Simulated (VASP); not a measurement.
Here is a VASP 6.6.1 calculation.

INCAR

```
ALGO     = Normal         # electronic algorithm
EDIFF    = 1E-6           # SCF threshold, eV
ENCUT    = 600            # plane-wave cutoff, eV
GGA      = PE             # functional
GGA_COMPAT= False        
ISIF     = 2              # what is computed and relaxed
ISMEAR   = 0              # smearing method
ISPIN    = 2              # spin polarisation
LASPH    = True           # aspherical terms in the spheres
LCHARG   = True           # write CHGCAR
LELF     = True           # ELF
LORBIT   = 11             # projections on sites
LREAL    = False          # projectors in reciprocal space
LVHAR    = True         
LWAVE    = False          # write WAVECAR
MAGMOM   = 0 0 0 1 1      # initial moments
NBANDS   = 22             # bands
NELM     = 200            # most SCF steps
PREC     = Accurate       # precision mode
SIGMA    = 0.1            # smearing width, eV
```

Contents of KPOINTS:

```
k-points
0
Gamma
  4 4 4
```

The input POSCAR:

```
Si3C2
1.0
    4.0140501869      0.0000000000      0.0000000000
    0.0000000000      4.0140501869      0.0000000000
    0.0000000000      0.0000000000      4.0140501869
Si C
3 2
Direct
    0.0000000000      0.5000000000      0.5000000000
    0.5000000000      0.0000000000      0.5000000000
    0.5000000000      0.5000000000      0.0000000000
    0.5000000000      0.5000000000      0.5000000000
    0.0000000000      0.0000000000      0.0000000000
```

Potentials or basis: VASP PAW PBE potentials, release 64 (Si, C).

The run is started by

```console
$ cat potpaw_PBE.64/Si/POTCAR potpaw_PBE.64/C/POTCAR > POTCAR
$ mpirun -np 1 vasp_std > vasp.out
```

Problem. What does it give for the net moment?

Solution. 0.00 μB per cell.

Problem. What does it give for the band gap on the k mesh?

Solution. Zero (filled and empty bands overlap).

Problem. What does it give for the pressure?

Solution. -0.1 GPa.

Caveat: the k points lie up to 0.39 Å⁻¹ apart.
